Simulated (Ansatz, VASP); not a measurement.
Pd: VASP beside Ansatz

```
CELL_PARAMETERS angstrom
2.61561 0.00000 0.00000
0.00000 2.61561 0.00000
0.00000 0.00000 2.61561
ATOMIC_POSITIONS crystal
Pd 0.00000 0.00000 0.00000
```

Alike in both runs: task single point; functional PBE; k mesh 12 × 12 × 12; occupations fermi-dirac, width 0.1 eV; non-collinear spin, spin-orbit coupling.

```csv
,VASP,Ansatz
version,VASP 6.6.1,Ansatz 0.2.0
potentials or method,"VASP PAW PBE potentials, release 64 (Pd), cutoff 500 eV","plane waves (420 eV) with PAW, fully relativistic with spin-orbit coupling"
valence electrons in the cell,10,18
```

```tsv
	VASP	Ansatz	Ansatz less VASP
net moment per atom (μB)	0.00	0.00	0.000
```

VASP's potentials hold 10 valence electrons a cell and Ansatz's 18, so a difference there can come from the potentials and not from the codes.
